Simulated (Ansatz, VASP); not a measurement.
**One calculation of Y, two programs**

INCAR

```
SYSTEM = Y
PREC = Accurate
ENCUT = 500
EDIFF = 1E-6
ISMEAR = 0
SIGMA = 0.1
LREAL = .FALSE.
LASPH = .TRUE.
NELM = 120
ALGO = Normal
ISIF = 2
LWAVE = .FALSE.
LCHARG = .FALSE.
GGA = PE
NBANDS = 18
GGA_COMPAT = .FALSE.
```

KPOINTS

```
regular mesh
0
G
  9 9 6
  0 0 0
```

The input POSCAR:

```
Y
1.0
    3.6474000000      0.0000000000      0.0000000000
   -1.8237000000      3.1587410578      0.0000000000
    0.0000000000      0.0000000000      5.7306000000
Y
2
Direct
    0.3333333333      0.6666666667      0.2500000000
    0.6666666667      0.3333333333      0.7500000000
```

Input for Ansatz:

```yaml
crystal:
  lattice:
    - [3.6474, 0.0, 0.0]
    - [-1.8237, 3.1587410578, 0.0]
    - [0.0, 0.0, 5.7306]
  atoms:
    - { symbol: "Y", position: [0.3333333333, 0.6666666667, 0.25] }
    - { symbol: "Y", position: [0.6666666667, 0.3333333333, 0.75] }
basis:
  ecutwfc: 420
kpoints:
  mp_grid: { grid: [9, 9, 6] }
hamiltonian:
  xc: pbe
scf:
  occupations: { method: gaussian, width: 0.1 }
output:
  forces: true
  stress: true
  eigenvalues: true
```

Alike in both runs: task single point; functional PBE; k mesh 9 × 9 × 6; occupations gaussian, width 0.1 eV; no spin polarisation.

|  | VASP | Ansatz |
| --- | --- | --- |
| version | VASP 6.6.1 | Ansatz 0.2.0 |
| potentials or method | VASP PAW PBE potentials, release 64 (Y_sv), cutoff 500 eV | scalar-relativistic, plane waves, PAW |
| valence electrons in the cell | 22 | 22 |

VASP gave:

| Property | Result |
| --- | --- |
| gap on the k mesh at the Fermi level (eV) | none |
| pressure (GPa) | -0.3 |
| traceless stress, the component that is largest in VASP (GPa) | -0.52 |

Task: What did Ansatz give for the same quantities?

Result: gap on the k mesh at the Fermi level (eV): none; pressure (GPa): -0.2; traceless stress, the component that is largest in VASP (GPa): -0.53.

A gap of «none» marks a metal or a gap that the smearing closes. With one functional, cell and mesh, what is left measures potentials, basis and numerics.
